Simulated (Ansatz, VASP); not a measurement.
## TiC: VASP beside Ansatz

The input INCAR:

```
SYSTEM = TiC
PREC     = Accurate       ! precision mode
ENCUT    = 520            ! plane-wave cutoff, eV
EDIFF    = 1E-7           ! SCF threshold, eV
ISMEAR   = -1             ! smearing method
SIGMA    = 0.05           ! smearing width, eV
LREAL    = .FALSE.        ! projectors in reciprocal space
LASPH    = .TRUE.         ! aspherical terms in the spheres
NELM     = 80             ! most SCF steps
ALGO     = Normal         ! electronic algorithm
ISIF     = 2              ! what is computed and relaxed
LWAVE    = .FALSE.        ! write WAVECAR
LCHARG   = .FALSE.        ! write CHGCAR
GGA      = PE             ! functional
NBANDS   = 15             ! bands
```

The input KPOINTS:

```
Automatic mesh
0
G
  15 15 15
  0 0 0
```

Contents of POSCAR:

```
TiC
1.0
    0.0000000000      1.8668890292      1.8668890292
    1.8668890292      0.0000000000      1.8668890292
    1.8668890292      1.8668890292      0.0000000000
Ti C
1 1
Direct
    0.0000000000      0.0000000000      0.0000000000
    0.5000000000      0.5000000000      0.5000000000
```

Input for Ansatz:

```yaml
crystal:
  lattice:
    - [0.0, 1.8668890292, 1.8668890292]
    - [1.8668890292, 0.0, 1.8668890292]
    - [1.8668890292, 1.8668890292, 0.0]
  atoms:
    - { symbol: Ti, position: [0.0, 0.0, 0.0] }
    - { symbol: C, position: [0.5, 0.5, 0.5] }
kpoints:
  mp_grid: { grid: [15, 15, 15] }
scf:
  occupations: { method: fermi_dirac, width: 0.05 }
hamiltonian:
  xc: pbe
  pseudopotentials: { kind: all_electron, lapw: { basis_error: 0.001 } }
output:
  forces: true
  stress: true
  eigenvalues: true
  populations: true
```

Change from the starting cell: volume scaled by 0.64, LAPW.

Alike in both runs: task single point; functional PBE; k mesh 15 × 15 × 15; occupations fermi-dirac, width 0.05 eV; no spin polarisation.

```csv
,VASP,Ansatz
version,VASP 6.6.1,Ansatz 0.2.0
potentials or method,"VASP PAW PBE potentials, release 64 (Ti_sv, C), cutoff 520 eV","all-electron LAPW, scalar-relativistic"
```

```tsv
	VASP	Ansatz	Ansatz less VASP
pressure (GPa)	264.8	267.1	+2.29
```

Both programs put the cell under a high pressure, so it lies far from rest at this level. Ansatz ran all-electron here, and VASP with PAW potentials.

Noted on VASP's run: the cell as given lies far from equilibrium.
